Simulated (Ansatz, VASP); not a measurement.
## Two plane-wave programs on Sn

```
CELL_PARAMETERS angstrom
3.23640 0.00000 0.00000
-1.61820 2.80280 0.00000
0.00000 0.00000 5.38078
ATOMIC_POSITIONS crystal
Sn 0.33333 0.66667 0.25000
Sn 0.66667 0.33333 0.75000
```

Alike in both runs: task single point; functional PBE; k mesh 12 × 12 × 7; occupations fermi-dirac, width 0.1 eV; no spin polarisation.

|  | VASP | Ansatz |
| --- | --- | --- |
| version | VASP 6.6.1 | Ansatz 0.2.0 |
| potentials or method | VASP PAW PBE potentials, release 64 (Sn_d), cutoff 520 eV | plane waves (420 eV) with PAW, scalar-relativistic |
| valence electrons in the cell | 28 | 28 |

|  | VASP | Ansatz | Ansatz less VASP |
| --- | --- | --- | --- |
| pressure (GPa) | 8.1 | 8.1 | +0.08 |
| traceless stress, the component that is largest in VASP (GPa) | -1.56 | -1.56 | +0.004 |
